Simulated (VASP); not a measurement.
# MgO (Fm-3m) in VASP: a series of runs

MgO is run at these levels: PBEsol; tasks: single point, relaxation of cell and atoms.

All numbers are computed with VASP 6.6.1; they aren't measurements. Logs are shortened: lines on timing, memory, paths and dates and some standing lists are left out, and cuts for length are marked.

**The experiment to reproduce.**

“Electronic structure of alkaline earth and post-transition metal oxides”, 2009, arxiv:0908.1581 quotes, for a bulk crystal of MgO: band gap 7.83 eV.

The results are compared with them further down.

**1. The cell of the first run**

Symmetry: Fm-3m, No. 225, cubic system. The conventional cell has a = 4.214 Å, b = 4.214 Å, c = 4.214 Å, α = 90.00°, β = 90.00°, γ = 90.00°. Within 2.8 Å of Mg (site symmetry m-3m) lie 6 O at 2.11 Å. O (site symmetry m-3m) has 6 Mg at 2.11 Å within 2.8 Å.

**2. Single point, PBEsol**

INCAR reads:

```
ALGO = Normal ; EDIFF = 1E-6
ENCUT = 600 ; GGA = PS
GGA_COMPAT = F ; ISIF = 2
ISMEAR = 0 ; LASPH = T
LCHARG = F ; LREAL = F
LWAVE = F ; NBANDS = 11
NELM = 120 ; PREC = Accurate
SIGMA = 0.01
```

KPOINTS reads:

```
k-points
0
Gamma
  10 10 10
```

POSCAR reads:

```
MgO
1.0
    0.0000000000      2.1071526445      2.1071526445
    2.1071526445      0.0000000000      2.1071526445
    2.1071526445      2.1071526445      0.0000000000
Mg O
1 1
Direct
    0.0000000000      0.0000000000      0.0000000000
    0.5000000000      0.5000000000      0.5000000000
```

Potentials or basis: VASP PAW PBE potentials, release 64 (Mg, O).

Started as:

```
> cat potpaw_PBE.64/Mg/POTCAR potpaw_PBE.64/O/POTCAR > POTCAR
> mpirun -np 1 vasp_std > vasp.out
```

OUTCAR:

```text
EDIFF = 1E-6
   ENCUT = 600
   GGA = PS
   ISIF = 2
   ISMEAR = 0
   LASPH = T
   LREAL = F
   NELM = 120
   PREC = Accurate

 ion  position               nearest neighbor table
   1  0.000  0.000  0.000-   2 2.11   2 2.11   2 2.11   2 2.11   2 2.11   2 2.11
   2  0.500  0.500  0.500-   1 2.11   1 2.11   1 2.11   1 2.11   1 2.11   1 2.11

  LATTYP: Found a face centered cubic cell.
 ALAT       =     4.2143052890

  Lattice vectors:

 A1 = (   0.0000000000,   2.1071526445,   2.1071526445)
 A2 = (   2.1071526445,   0.0000000000,   2.1071526445)
 A3 = (   2.1071526445,   2.1071526445,   0.0000000000)

Analysis of symmetry for initial positions (statically):
=====================================================================
 Subroutine PRICEL returns:
 Original cell was already a primitive cell.

 Routine SETGRP: Setting up the symmetry group for a
 face centered cubic supercell.

 Subroutine GETGRP returns: Found 48 space group operations
 (whereof 48 operations were pure point group operations)
 out of a pool of 48 trial point group operations.

The static configuration has the point symmetry O_h .

Analysis of symmetry for dynamics (positions and initial velocities):
=====================================================================
 Subroutine PRICEL returns:
 Original cell was already a primitive cell.

 Routine SETGRP: Setting up the symmetry group for a
 face centered cubic supercell.

 Subroutine GETGRP returns: Found 48 space group operations
 (whereof 48 operations were pure point group operations)
 out of a pool of 48 trial point group operations.

The dynamic configuration has the point symmetry O_h .

 Subroutine INISYM returns: Found 48 space group operations
 (whereof 48 operations are pure point group operations),
 and found     1 'primitive' translations

----------------------------------------------------------------------------------------

                                     Primitive cell

  volume of cell :      18.7119

  direct lattice vectors                    reciprocal lattice vectors
     0.000000000  2.107152645  2.107152645    -0.237287033  0.237287033  0.237287033
     2.107152645  0.000000000  2.107152645     0.237287033 -0.237287033  0.237287033
     2.107152645  2.107152645  0.000000000     0.237287033  0.237287033 -0.237287033

  length of vectors
     2.979963848  2.979963848  2.979963848     0.410993198  0.410993198  0.410993198

  position of ions in fractional coordinates (direct lattice)
     0.000000000  0.000000000  0.000000000
     0.500000000  0.500000000  0.500000000

  ion indices of the primitive-cell ions
   primitive index   ion index
                 1           1
                 2           2

----------------------------------------------------------------------------------------

 KPOINTS: k-points

Automatic generation of k-mesh.
 Grid dimensions read from file:
 generate k-points for:   10   10   10

 Generating k-lattice:

  Cartesian coordinates                     Fractional coordinates (reciprocal lattice)
    -0.023728703  0.023728703  0.023728703     0.100000000  0.000000000  0.000000000
     0.023728703 -0.023728703  0.023728703     0.000000000  0.100000000  0.000000000
     0.023728703  0.023728703 -0.023728703     0.000000000  0.000000000  0.100000000

  Length of vectors
     0.041099320  0.041099320  0.041099320

  Shift w.r.t. Gamma in fractional coordinates (k-lattice)
     0.000000000  0.000000000  0.000000000

 Subroutine IBZKPT returns following result:
 ===========================================

 Found     47 irreducible k-points:

 Following reciprocal coordinates:
            Coordinates               Weight
  0.000000  0.000000  0.000000      1.000000
  0.100000  0.000000  0.000000      8.000000
  0.200000  0.000000  0.000000      8.000000
  0.300000  0.000000  0.000000      8.000000
  0.400000  0.000000  0.000000      8.000000
  0.500000  0.000000  0.000000      4.000000
[... 16 lines left out ...]
  0.300000  0.300000  0.000000      6.000000
  0.400000  0.300000  0.000000     24.000000
 [... further k-points ...]
   k-points           NKPTS =     47   k-points in BZ     NKDIM =     47   number of bands    NBANDS=     11
   number of dos      NEDOS =    301   number of ions     NIONS =      2
   total plane-waves  NPLWV =  13824
   dimension x,y,z NGX =    24 NGY =   24 NGZ =   24
   dimension x,y,z NGXF=    48 NGYF=   48 NGZF=   48
   ions per type =               1   1
   NGX,Y,Z   is equivalent  to a cutoff of  13.39, 13.39, 13.39 a.u.
   NGXF,Y,Z  is equivalent  to a cutoff of  26.78, 26.78, 26.78 a.u.
 SYSTEM =  unknown system
   PREC   = accura    normal or accurate (medium, high low for compatibility)
   ISTART =      0    job   : 0-new  1-cont  2-samecut
   ICHARG =      2    charge: 1-file 2-atom 10-const
   ISPIN  =      1    spin polarized calculation?
   LNONCOLLINEAR =      F non collinear calculations
   LSORBIT =      F    spin-orbit coupling
   LASPH  =      T    aspherical Exc in radial PAW
   ENCUT  =  600.0 eV  44.10 Ry    6.64 a.u.   5.95  5.95  5.95*2*pi/ulx,y,z
   NELM   =    120;   NELMIN=  2; NELMDL= -5     # of ELM steps
   EDIFF  = 0.1E-05   stopping-criterion for ELM
   LREAL  =      F    real-space projection
   EDIFFG = 0.1E-04   stopping-criterion for IOM
   NSW    =      0    number of steps for IOM
   IBRION =     -1    ionic relax: 0-MD 1-quasi-New 2-CG
   NFREE  =      0    steps in history (QN), initial steepest desc. (CG)
   ISIF   =      2    stress and relaxation
   ISYM   =      2    0-nonsym 1-usesym 2-fastsym
   POTIM  = 0.5000    time-step for ionic-motion
   TEBEG  =    0.0;   TEEND  =   0.0 temperature during run
   PSTRESS=    0.0 pullay stress
   NELECT =       8.0000    total number of electrons
   NUPDOWN=      -1.0000    fix difference up-down
   EMIN   =  10.00;   EMAX   =-10.00  energy-range for DOS
   EFERMI =   0.00;   METHOD = LEGACY
   ISMEAR =     0;   SIGMA  =   0.01  broadening in eV -4-tet -1-fermi 0-gaus
   EFERMI_NEDOS =   21; number of points for ismear=-14 and -15
   IALGO  =     38    algorithm
   IMIX   =      4    mixing-type and parameters
     AMIX     =   0.40;   BMIX     =  1.00
     AMIX_MAG =   1.60;   BMIX_MAG =  1.00
  volume/ion in A,a.u.               =       9.36        63.14
  Fermi-wavevector in a.u.,A,eV,Ry     =   1.233291  2.330582 20.694546  1.521006
  Thomas-Fermi vector in A             =   2.368027
   LORBIT       =      0    0 simple, 1 ext, 2 COOP (PROOUT), +10 PAW based schemes
   GGA     = PS    functional components
   LHFCALC =     F    Hartree Fock is set to
   AEXX    =    0.0000 exact exchange contribution
   IVDW    =     0    specifies the selected vdW correction
   LEPSILON=     F    determine dielectric tensor
   LRPA    =     F    only Hartree local field effects (RPA)
 non-spin polarized calculation
 Gauss-broadening in eV      SIGMA  =   0.01
  energy-cutoff  :      600.00
  volume of cell :       18.71
 maximum number of plane-waves:       636
   NGX = 11   NGY = 11   NGZ = 11

 number of electron       8.0000005 magnetization

 Free energy of the ion-electron system (eV)
  ---------------------------------------------------
  ext. energy  EPLUGINS =         0.00000000
  ---------------------------------------------------
  free energy    TOTEN  =       -12.51543810 eV

  energy without entropy =      -12.51543810  energy(sigma->0) =      -12.51543810

 E-fermi :   3.1462     XC(G=0): -11.3022

 val. band max:        3.0535260365   @ k =   0.0000   0.0000   0.0000
 cond. band min:       7.6736963503   @ k =   0.0000   0.0000   0.0000
 fundamental gap:      4.6201703138
 Fermi energy:         3.1461890715

 k-point     1 :       0.0000    0.0000    0.0000
  band No.  band energies     occupation
      1     -14.1432      2.00000
      2       3.0535      2.00000
      3       3.0535      2.00000
      4       3.0535      2.00000
      5       7.6737      0.00000
      6      18.6788      0.00000
      7      18.6788      0.00000
      8      18.6788      0.00000
      9      22.5167      0.00000
     10      24.3988      0.00000
     11      24.3988      0.00000

 k-point     2 :       0.1000    0.0000    0.0000
  band No.  band energies     occupation
      1     -14.0359      2.00000
      2       2.3903      2.00000
      3       2.9850      2.00000
      4       2.9850      2.00000
      5       8.3082      0.00000
      6      17.4176      0.00000
      7      18.9197      0.00000
      8      18.9197      0.00000
      9      23.6720      0.00000
     10      23.6720      0.00000
     11      24.1938      0.00000

 k-point     3 :       0.2000    0.0000    0.0000
  band No.  band energies     occupation
      1     -13.7404      2.00000
      2       1.0539      2.00000
      3       2.8115      2.00000
      4       2.8115      2.00000
      5       9.5011      0.00000
      6      15.9102      0.00000
      7      19.4087      0.00000
      8      19.4087      0.00000
      9      22.9763      0.00000
     10      22.9763      0.00000
     11      25.1505      0.00000

 k-point     4 :       0.3000    0.0000    0.0000
  band No.  band energies     occupation
      1     -13.3406      2.00000
      2      -0.2810      2.00000
      3       2.6080      2.00000
      4       2.6080      2.00000
      5      10.4159      0.00000
      6      15.2469      0.00000
      7      19.5358      0.00000
      8      19.5358      0.00000
      9      23.4080      0.00000
     10      23.4080      0.00000
     11      24.5534      0.00000
[... 239 lines left out ...]
 k-point    22 :      -0.2000    0.2000    0.0000
  band No.  band energies     occupation
      1     -13.2217      2.00000
      2      -0.0813      2.00000
      3       1.6958      2.00000
      4       2.6044      2.00000
      5      11.3870      0.00000
      6      14.7835      0.00000
      7      18.0313      0.00000
      8      20.7057      0.00000
      9      21.3544      0.00000
     10      24.2458      0.00000
     11      27.7216      0.00000

 k-point    23 :       0.3000    0.3000    0.0000
  band No.  band energies     occupation
      1     -13.1343      2.00000
      2      -0.1384      2.00000
      3       2.1047      2.00000
      4       2.1047      2.00000
      5      11.8046      0.00000
      6      13.2886      0.00000
      7      17.3449      0.00000
      8      20.8321      0.00000
      9      20.8321      0.00000
     10      27.0606      0.00000
     11      30.3106      0.00000

 k-point    24 :       0.4000    0.3000    0.0000
  band No.  band energies     occupation
      1     -12.8814      2.00000
      2      -0.5682      2.00000
      3       1.7328      2.00000
      4       1.9561      2.00000
      5      12.5060      0.00000
      6      13.0550      0.00000
      7      16.5171      0.00000
      8      21.0777      0.00000
      9      21.2819      0.00000
     10      27.7975      0.00000
     11      29.9134      0.00000

 [... further k-points ...]

------------------------ aborting loop because EDIFF is reached ----------------------------------------

  FORCE on cell =-STRESS in cart. coord.  units (eV):
  Direction    XX          YY          ZZ          XY          YZ          ZX
  --------------------------------------------------------------------------------------
  -------------------------------------------------------------------------------------
  Total       -0.0869951     -0.0869951     -0.0869951     -0.0000000      0.0000000      0.0000000
  in kB       -7.4488203     -7.4488203     -7.4488203     -0.0000000      0.0000000      0.0000000
  external PRESSURE =      -7.4488203 kB  Pullay stress =       0.0000000 kB

 VOLUME and BASIS-vectors are now :
 -----------------------------------------------------------------------------
  energy-cutoff  :      600.00
  volume of cell :       18.71
      direct lattice vectors                 reciprocal lattice vectors
     0.000000000  2.107152645  2.107152645    -0.237287033  0.237287033  0.237287033
     2.107152645  0.000000000  2.107152645     0.237287033 -0.237287033  0.237287033
     2.107152645  2.107152645  0.000000000     0.237287033  0.237287033 -0.237287033

 POSITION                                       TOTAL-FORCE (eV/Angst)
 -----------------------------------------------------------------------------------
      0.00000      0.00000      0.00000         0.000000      0.000000      0.000000
      2.10715      2.10715      2.10715        -0.000000     -0.000000      0.000000
 -----------------------------------------------------------------------------------
    total drift:                               -0.000000     -0.000000      0.000000

  FREE ENERGIE OF THE ION-ELECTRON SYSTEM (eV)
  ---------------------------------------------------
  free  energy   TOTEN  =       -12.5154380970 eV

  energy  without entropy=      -12.5154380970  energy(sigma->0) =      -12.51543810
```

Wall time 9.1 s (1 thread of Intel Xeon Platinum 8559C (Emerald Rapids), shared host); peak memory 0.14 GiB.

Results:

- Free energy: -12.5154 eV
- Pressure: -0.7 GPa
- Band gap on the k mesh: 4.62 eV

Caveat: the PAW data sets were made with another functional, which shifts forces and pressure a little.

(Continued in part 2 of 2.)
